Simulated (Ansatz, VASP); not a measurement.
One calculation of W2Se3, two programs

```
W Se
1.0
     3.32049    0.00000    0.00000
    -1.66024    2.87563    0.00000
     0.00000    0.00000   47.47166
W Se
4 6
Direct
  0.33333 0.66667 0.15837
  0.66667 0.33333 0.31857
  0.33333 0.66667 0.68143
  0.66667 0.33333 0.84163
  0.66667 0.33333 0.19277
  0.33333 0.66667 0.28322
  0.33333 0.66667 0.35393
  0.66667 0.33333 0.64608
  0.66667 0.33333 0.71678
  0.33333 0.66667 0.80723
```

Alike in both runs: functional PBE; k mesh 9 × 9 × 1; occupations gaussian, width 0.05 eV; no spin polarisation.

Ansatz relaxed the structure, and its values are those at the end. VASP's run is a single point on that final structure, the one shown.

|  | VASP | Ansatz |
| --- | --- | --- |
| version | VASP 6.6.1 | Ansatz 0.2.0 |
| potentials or method | VASP PAW PBE potentials, release 64 (W_sv, Se), cutoff 520 eV | scalar-relativistic, plane waves, PAW |
| valence electrons in the cell | 92 | 152 |

```csv
,VASP,Ansatz,Ansatz less VASP
gap on the k mesh at the Fermi level (eV),0.35,0.35,+0.005
least direct gap on the mesh (eV),0.65,0.67,+0.017
rms of the force components (eV/Å),0.020,0.000,-0.0202
```

VASP's potentials hold 92 valence electrons a cell and Ansatz's 152, so a difference there can come from the potentials and not from the codes.

Neither program's run includes spin-orbit coupling.
